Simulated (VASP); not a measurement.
# Be (P6_3/mmc) in VASP: further runs

The runs below take Be through single point, with PBEsol, PBE.

Program: VASP 6.6.1. These are calculated values, not measurements. Logs are shortened: lines on timing, memory, paths and dates and some standing lists are left out, and cuts for length are marked.

## (1) The cell of the first run

The structure is hexagonal, space group P6_3/mmc (No. 194). Conventional cell: a = 2.265 Å, b = 2.265 Å, c = 3.574 Å, α = 90.00°, β = 90.00°, γ = 120.00°. Within 2.9 Å of Be (site symmetry -6m2) lie 12 Be at 2.21 to 2.26 Å.

## (2) Single point, PBEsol

INCAR reads:

```
ALGO     = Normal         # electronic algorithm
EDIFF    = 1E-6           # SCF threshold, eV
ENCUT    = 600            # plane-wave cutoff, eV
GGA      = PS             # functional
GGA_COMPAT= F            
ISIF     = 2              # what is computed and relaxed
ISMEAR   = 0              # smearing method
LASPH    = T              # aspherical terms in the spheres
LCHARG   = F              # write CHGCAR
LREAL    = F              # projectors in reciprocal space
LWAVE    = F              # write WAVECAR
NBANDS   = 9              # bands
NELM     = 120            # most SCF steps
PREC     = Accurate       # precision mode
SIGMA    = 0.1            # smearing width, eV
```

KPOINTS reads:

```
k-points
0
Gamma
  3 3 2
```

POSCAR reads:

```
Be
1.0
    2.2647826536      0.0000000000      0.0000000000
   -1.1323913268      1.9613593121      0.0000000000
    0.0000000000      0.0000000000      3.5741024600
Be
2
Direct
    0.3333333333      0.6666666667      0.7500000000
    0.6666666667      0.3333333333      0.2500000000
```

Potentials or basis: VASP PAW PBE potentials, release 64 (Be).

The run is started by

```sh
$ cat potpaw_PBE.64/Be/POTCAR > POTCAR
$ mpirun -np 1 vasp_std > vasp.out
```

OUTCAR:

```text
EDIFF = 1E-6
   ENCUT = 600
   GGA = PS
   ISIF = 2
   ISMEAR = 0
   LASPH = T
   LREAL = F
   NELM = 120
   PREC = Accurate

 ion  position               nearest neighbor table
   1  0.333  0.667  0.750-   2 2.21   2 2.21   2 2.21   2 2.21   2 2.21   2 2.21
   2  0.667  0.333  0.250-   1 2.21   1 2.21   1 2.21   1 2.21   1 2.21   1 2.21

  LATTYP: Found a hexagonal cell.
 ALAT       =     2.2647826536
 C/A-ratio  =     1.5781216155

  Lattice vectors:

 A1 = (   2.2647826536,   0.0000000000,   0.0000000000)
 A2 = (  -1.1323913268,   1.9613593121,   0.0000000000)
 A3 = (   0.0000000000,   0.0000000000,   3.5741024600)

Analysis of symmetry for initial positions (statically):
=====================================================================
 Subroutine PRICEL returns:
 Original cell was already a primitive cell.

 Routine SETGRP: Setting up the symmetry group for a
 hexagonal supercell.

 Subroutine GETGRP returns: Found 24 space group operations
 (whereof 12 operations were pure point group operations)
 out of a pool of 24 trial point group operations.

The static configuration has the point symmetry D_3d.
 The point group associated with its full space group is D_6h.

Analysis of symmetry for dynamics (positions and initial velocities):
=====================================================================
 Subroutine PRICEL returns:
 Original cell was already a primitive cell.

 Routine SETGRP: Setting up the symmetry group for a
 hexagonal supercell.

 Subroutine GETGRP returns: Found 24 space group operations
 (whereof 12 operations were pure point group operations)
 out of a pool of 24 trial point group operations.

The dynamic configuration has the point symmetry D_3d.
 The point group associated with its full space group is D_6h.

 Subroutine INISYM returns: Found 24 space group operations
 (whereof 12 operations are pure point group operations),
 and found     1 'primitive' translations

----------------------------------------------------------------------------------------

                                     Primitive cell

  volume of cell :      15.8764

  direct lattice vectors                    reciprocal lattice vectors
     2.264782654  0.000000000  0.000000000     0.441543474  0.254925243  0.000000000
    -1.132391327  1.961359312  0.000000000     0.000000000  0.509850487  0.000000000
     0.000000000  0.000000000  3.574102460     0.000000000  0.000000000  0.279790524

  length of vectors
[... 69 lines left out ...]
   ISIF   =      2    stress and relaxation
   ISYM   =      2    0-nonsym 1-usesym 2-fastsym
   POTIM  = 0.5000    time-step for ionic-motion
   TEBEG  =    0.0;   TEEND  =   0.0 temperature during run
   PSTRESS=    0.0 pullay stress
   NELECT =       4.0000    total number of electrons
   NUPDOWN=      -1.0000    fix difference up-down
   EMIN   =  10.00;   EMAX   =-10.00  energy-range for DOS
   EFERMI =   0.00;   METHOD = LEGACY
   ISMEAR =     0;   SIGMA  =   0.10  broadening in eV -4-tet -1-fermi 0-gaus
   EFERMI_NEDOS =   21; number of points for ismear=-14 and -15
   IALGO  =     38    algorithm
   IMIX   =      4    mixing-type and parameters
     AMIX     =   0.40;   BMIX     =  1.00
     AMIX_MAG =   1.60;   BMIX_MAG =  1.00
  volume/ion in A,a.u.               =       7.94        53.57
  Fermi-wavevector in a.u.,A,eV,Ry     =   1.033978  1.953935 14.546129  1.069110
  Thomas-Fermi vector in A             =   2.168251
   LORBIT       =      0    0 simple, 1 ext, 2 COOP (PROOUT), +10 PAW based schemes
   GGA     = PS    functional components
   LHFCALC =     F    Hartree Fock is set to
   AEXX    =    0.0000 exact exchange contribution
   IVDW    =     0    specifies the selected vdW correction
   LEPSILON=     F    determine dielectric tensor
   LRPA    =     F    only Hartree local field effects (RPA)
 non-spin polarized calculation
 Gauss-broadening in eV      SIGMA  =   0.10
  energy-cutoff  :      600.00
  volume of cell :       15.88
 maximum number of plane-waves:       537
 NGX is ok and might be reduce to    18
   NGX =  9   NGY =  9   NGZ = 15

 number of electron       4.0000000 magnetization

 Free energy of the ion-electron system (eV)
  ---------------------------------------------------
  ext. energy  EPLUGINS =         0.00000000
  ---------------------------------------------------
  free energy    TOTEN  =        -6.68143895 eV

  energy without entropy =       -6.66429870  energy(sigma->0) =       -6.67286883

 E-fermi :   6.7236     XC(G=0): -10.5861

 val. band max:        6.6931658891   @ k =   0.3333   0.0000   0.0000
 cond. band min:       7.2963526244   @ k =   0.3333   0.3333   0.5000
 fundamental gap:      0.6031867353
 Fermi energy:         6.7236229086

 k-point     1 :       0.0000    0.0000    0.0000
  band No.  band energies     occupation
      1      -4.3299      2.00000
      2       2.5581      2.00000
      3       8.0315      0.00000
      4      23.0002      0.00000
      5      23.0002      0.00000
      6      25.8033      0.00000
      7      25.8033      0.00000
      8      27.8383      0.00000
      9      34.0227      0.00000
[... 49 lines left out ...]
 k-point     6 :       0.3333    0.3333    0.5000
  band No.  band energies     occupation
      1       5.8877      2.00000
      2       5.8877      2.00000
      3       7.2964      0.00000
      4       7.2964      0.00000
      5      13.3256      0.00000
      6      13.3256      0.00000
      7      23.1959      0.00000
      8      23.1959      0.00000
      9      31.0377      0.00000

------------------------ aborting loop because EDIFF is reached ----------------------------------------

  FORCE on cell =-STRESS in cart. coord.  units (eV):
  Direction    XX          YY          ZZ          XY          YZ          ZX
  --------------------------------------------------------------------------------------
  -------------------------------------------------------------------------------------
  Total        1.6814921      1.6814921     -0.8635030      0.0000000      0.0000000      0.0000000
  in kB      169.6894012    169.6894012    -87.1412387      0.0000000      0.0000000      0.0000000
  external PRESSURE =      84.0791879 kB  Pullay stress =       0.0000000 kB

 VOLUME and BASIS-vectors are now :
 -----------------------------------------------------------------------------
  energy-cutoff  :      600.00
  volume of cell :       15.88
      direct lattice vectors                 reciprocal lattice vectors
     2.264782654  0.000000000  0.000000000     0.441543474  0.254925243  0.000000000
    -1.132391327  1.961359312  0.000000000     0.000000000  0.509850487  0.000000000
     0.000000000  0.000000000  3.574102460     0.000000000  0.000000000  0.279790524

 POSITION                                       TOTAL-FORCE (eV/Angst)
 -----------------------------------------------------------------------------------
     -0.00000      1.30757      2.68058         0.000000      0.000000      0.000000
      1.13239      0.65379      0.89353        -0.000000     -0.000000      0.000000
 -----------------------------------------------------------------------------------
    total drift:                                0.000000     -0.000000     -0.000000

  FREE ENERGIE OF THE ION-ELECTRON SYSTEM (eV)
  ---------------------------------------------------
  free  energy   TOTEN  =        -6.6814389542 eV

  energy  without entropy=       -6.6642986965  energy(sigma->0) =       -6.67286883
```

OSZICAR:

```text
N       E                     dE             d eps       ncg     rms          rms(c)
DAV:   1    -0.180083649888E+01   -0.18008E+01   -0.20035E+03   108   0.402E+02
DAV:   2    -0.667334130289E+01   -0.48725E+01   -0.46929E+01   178   0.536E+01
DAV:   3    -0.673270618902E+01   -0.59365E-01   -0.59299E-01   116   0.350E+00
DAV:   4    -0.673281182863E+01   -0.10564E-03   -0.10564E-03   130   0.152E-01
DAV:   5    -0.673281195309E+01   -0.12446E-06   -0.12461E-06   124   0.416E-03    0.152E+00
DAV:   6    -0.669771867386E+01    0.35093E-01   -0.41382E-03   112   0.548E-01    0.926E-01
DAV:   7    -0.668144123362E+01    0.16277E-01   -0.68790E-03   121   0.595E-01    0.142E-02
DAV:   8    -0.668143906241E+01    0.21712E-05   -0.44302E-05   122   0.434E-02    0.666E-03
DAV:   9    -0.668143895423E+01    0.10818E-06   -0.10075E-06   121   0.927E-03
   1 F= -.66814390E+01 E0= -.66728688E+01  d E =-.171403E-01
```

Run time: 3.8 s. Hardware: 1 thread of Intel Xeon 8259CL, shared host; peak memory 0.12 GiB.

Results:

```
Free energy            : -6.6814 eV
Pressure               : 8.4 GPa
Band gap on the k mesh : zero (bands 2 and 3 overlap by 0.68 eV)
```

Caveat: the k points lie up to 1.07 Å⁻¹ apart, too coarse for converged energies and pressures of a metal; the PAW data sets were made with another functional, which shifts forces and pressure a little.

## (3) Single point, PBE

INCAR reads:

```
  ALGO = Normal
  EDIFF = 1E-6
  ENCUT = 600
  GGA = PE
  GGA_COMPAT = False
  ISIF = 2
  ISMEAR = 0
  ISYM = 0
  LASPH = True
  LCHARG = False
  LREAL = False
  LWAVE = False
  NBANDS = 9
  NELM = 120
  PREC = Accurate
  SIGMA = 0.1
```

KPOINTS reads:

```
k-points
0
Gamma
  5 2 1
```

POSCAR is that of step 2.

Potentials or basis: VASP PAW PBE potentials, release 64 (Be).

The run is started by

```sh
$ cat potpaw_PBE.64/Be/POTCAR > POTCAR
$ mpirun -np 1 vasp_std > vasp.out
```

OUTCAR:

```text
EDIFF = 1E-6
   ENCUT = 600
   GGA = PE
   ISIF = 2
   ISMEAR = 0
   ISYM = 0
   LASPH = True
   LREAL = False
   NELM = 120
   PREC = Accurate

 ion  position               nearest neighbor table
   1  0.333  0.667  0.750-   2 2.21   2 2.21   2 2.21   2 2.21   2 2.21   2 2.21
   2  0.667  0.333  0.250-   1 2.21   1 2.21   1 2.21   1 2.21   1 2.21   1 2.21

IMPORTANT INFORMATION: All symmetrisations will be switched off!
NOSYMM: (Re-)initialisation of all symmetry stuff for point group C_1.

[... 225 lines left out ...]
------------------------ aborting loop because EDIFF is reached ----------------------------------------

  FORCE on cell =-STRESS in cart. coord.  units (eV):
  Direction    XX          YY          ZZ          XY          YZ          ZX
  --------------------------------------------------------------------------------------
  -------------------------------------------------------------------------------------
  Total        1.8769951      4.2539803     -2.9734953      1.4977577      0.0000000     -0.0000000
  in kB      189.4187806    429.2945368   -300.0731530    151.1476656      0.0000007     -0.0000022
  external PRESSURE =     106.2133881 kB  Pullay stress =       0.0000000 kB

 VOLUME and BASIS-vectors are now :
 -----------------------------------------------------------------------------
  energy-cutoff  :      600.00
  volume of cell :       15.88
      direct lattice vectors                 reciprocal lattice vectors
     2.264782654  0.000000000  0.000000000     0.441543474  0.254925243  0.000000000
    -1.132391327  1.961359312  0.000000000     0.000000000  0.509850487  0.000000000
     0.000000000  0.000000000  3.574102460     0.000000000  0.000000000  0.279790524

 POSITION                                       TOTAL-FORCE (eV/Angst)
 -----------------------------------------------------------------------------------
     -0.00000      1.30757      2.68058        -0.069871      0.256838     -0.000000
      1.13239      0.65379      0.89353         0.069871     -0.256838      0.000000
 -----------------------------------------------------------------------------------
    total drift:                                0.000001      0.000001     -0.000000

  FREE ENERGIE OF THE ION-ELECTRON SYSTEM (eV)
  ---------------------------------------------------
  free  energy   TOTEN  =        -5.9014424552 eV

  energy  without entropy=       -5.9014424552  energy(sigma->0) =       -5.90144246
```

OSZICAR:

```text
N       E                     dE             d eps       ncg     rms          rms(c)
DAV:   1     0.399279126926E+00    0.39928E+00   -0.18717E+03   108   0.399E+02
DAV:   2    -0.584879343837E+01   -0.62481E+01   -0.61171E+01   155   0.645E+01
DAV:   3    -0.596892342919E+01   -0.12013E+00   -0.12005E+00   124   0.532E+00
DAV:   4    -0.596904324897E+01   -0.11982E-03   -0.11982E-03   155   0.203E-01
DAV:   5    -0.596904325095E+01   -0.19789E-08   -0.20098E-08   124   0.786E-04    0.131E+00
DAV:   6    -0.592026473454E+01    0.48779E-01   -0.67790E-03   119   0.836E-01    0.805E-01
DAV:   7    -0.590147565528E+01    0.18789E-01   -0.73872E-03   129   0.864E-01    0.275E-02
DAV:   8    -0.590144640821E+01    0.29247E-04   -0.17169E-05   115   0.347E-02    0.104E-02
DAV:   9    -0.590144271534E+01    0.36929E-05   -0.46066E-06   129   0.192E-02    0.128E-03
DAV:  10    -0.590144245520E+01    0.26015E-06   -0.82248E-09    56   0.798E-04
   1 F= -.59014425E+01 E0= -.59014425E+01  d E =-.865689E-12
```

stdout:

```text
POSCAR found type information on POSCAR Be
 POSCAR found :  1 types and       2 ions
 scaLAPACK will be used
 LDA part: xc-table for (Slater+PW92), standard interpolation
 -----------------------------------------------------------------------------
|                                                                             |
|           W    W    AA    RRRRR   N    N  II  N    N   GGGG   !!!           |
|           W    W   A  A   R    R  NN   N  II  NN   N  G    G  !!!           |
|           W    W  A    A  R    R  N N  N  II  N N  N  G       !!!           |
|           W WW W  AAAAAA  RRRRR   N  N N  II  N  N N  G  GGG   !            |
|           WW  WW  A    A  R   R   N   NN  II  N   NN  G    G                |
|           W    W  A    A  R    R  N    N  II  N    N   GGGG   !!!           |
|                                                                             |
|     Your reciprocal lattice and k-lattice belong to different lattice       |
|     classes:                                                                |
|                                                                             |
|        The reciprocal lattice is hexagonal,                                 |
|        whereas your k-lattice is simple monoclinic.                         |
|                                                                             |
|     Results are often still useful ...                                      |
|                                                                             |
 -----------------------------------------------------------------------------

 POSCAR, INCAR and KPOINTS ok, starting setup
 FFT: planning ... GRIDC
 FFT: planning ... GRID_SOFT
 FFT: planning ... GRID
 WAVECAR not read
 entering main loop
```

Run time: 3.8 s. Hardware: 1 thread of Intel Xeon 8259CL, shared host; peak memory 0.11 GiB.

The run converged, but its numbers aren't listed here, since they failed a check.

Caveat: the k points lie up to 1.76 Å⁻¹ apart; the mesh shows a gap though the element is a metal.

## (4) Single point, PBE

INCAR reads:

```
PREC = Accurate
ENCUT = 600
EDIFF = 1E-6
ISMEAR = -1
SIGMA = 0.025851999786435532
LREAL = F
LASPH = T
NELM = 120
ALGO = Normal
ISIF = 2
LWAVE = F
LCHARG = T
GGA = PE
LELF = T
LVHAR = T
NBANDS = 9
GGA_COMPAT = F
```

KPOINTS reads:

```
regular mesh
0
Gamma
  3 3 1
```

POSCAR is that of step 3.

The run is started by

```sh
$ cat potpaw_PBE.64/Be/POTCAR > POTCAR
$ mpirun -np 1 vasp_std > vasp.out
```

It took 3.3 s on 1 thread of Intel Xeon 8259CL, shared host; peak memory 0.12 GiB.

Results (log left out):

| Item | Value |
| --- | --- |
| Free energy | -3.9771 eV |
| Pressure | 22.6 GPa |
| Band gap on the k mesh | zero (bands 2 and 3 overlap by 0.71 eV) |

Stress tensor (GPa, compression positive):
```
33.93  0.00  0.00
 0.00 33.93  0.00
 0.00  0.00 -0.08
```

Levels at points of the mesh, in eV from the Fermi level:
```tsv
k point	band 1	band 2	band 3	band 4	band 5	band 6
(0.00, 0.00, 0.00)	-11.07	-4.15	1.28	16.26	16.26	19.07
```

Caveat: the k points lie up to 1.76 Å⁻¹ apart, too coarse for converged energies and pressures of a metal.
